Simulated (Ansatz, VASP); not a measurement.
## TiIn2: VASP beside Ansatz

The input INCAR:

```
PREC = Accurate
ENCUT = 520
EDIFF = 1E-6
ISMEAR = 0
SIGMA = 0.2
LREAL = False
LASPH = True
NELM = 60
ALGO = Fast
ISIF = 2
LWAVE = False
LCHARG = False
GGA = PE
NBANDS = 47
```

The input KPOINTS:

```
Automatic mesh
0
Gamma
  8 4 4
```

POSCAR

```
TiIn2
1.0
    0.0000000000     -3.0539488566      0.0000000000
   -6.1078977132      0.0000000000      0.0000000000
    0.0000000000      0.0000000000     -7.1123485694
Ti In
2 4
Direct
    1.0000000000      1.0000000000      0.0000000000
    1.0000000000      0.5000000000      0.0000000000
    0.5000000000      0.7500000000      0.7055376991
    0.5000000000      0.2500000000      0.7055376991
    0.5000000000      0.7500000000      0.2944623009
    0.5000000000      0.2500000000      0.2944623009
```

Input for Ansatz:

```yaml
crystal:
  lattice:
    - [0.0, -3.0539488566, 0.0]
    - [-6.1078977132, 0.0, 0.0]
    - [0.0, 0.0, -7.1123485694]
  atoms:
    - { symbol: Ti, position: [1.0, 1.0, 0.0] }
    - { symbol: Ti, position: [1.0, 0.5, 0.0] }
    - { symbol: In, position: [0.5, 0.75, 0.7055376991] }
    - { symbol: In, position: [0.5, 0.25, 0.7055376991] }
    - { symbol: In, position: [0.5, 0.75, 0.2944623009] }
    - { symbol: In, position: [0.5, 0.25, 0.2944623009] }
basis:
  ecutwfc: 420
kpoints:
  mp_grid: { grid: [8, 4, 4] }
hamiltonian:
  xc: pbe
scf:
  occupations: { method: gaussian, width: 0.2 }
  lower_state_search: "off"
output:
  forces: true
  stress: true
  eigenvalues: true
```

Alike in both runs: task single point; functional PBE; k mesh 8 × 4 × 4; occupations gaussian, width 0.2 eV; no spin polarisation.

|  | VASP | Ansatz |
| --- | --- | --- |
| version | VASP 6.6.1 | Ansatz 0.2.0 |
| potentials or method | VASP PAW PBE potentials, release 64 (Ti_sv, In_d), cutoff 520 eV | scalar-relativistic, plane waves, PAW |
| valence electrons in the cell | 76 | 76 |

|  | VASP | Ansatz | Ansatz less VASP |
| --- | --- | --- | --- |
| gap on the k mesh at the Fermi level (eV) | none | none | - |
| pressure (GPa) | 0.0 | 0.0 | -0.01 |
| traceless stress, the component that is largest in VASP (GPa) | 0.77 | 0.78 | +0.002 |
| rms of the force components (eV/Å) | 0.024 | 0.023 | -0.0002 |

Atom by atom the forces differ by 0.000 eV/Å (rms over components). A gap of «none» marks a metal or a gap that the smearing closes. With one functional, cell and mesh, what is left measures potentials, basis and numerics.
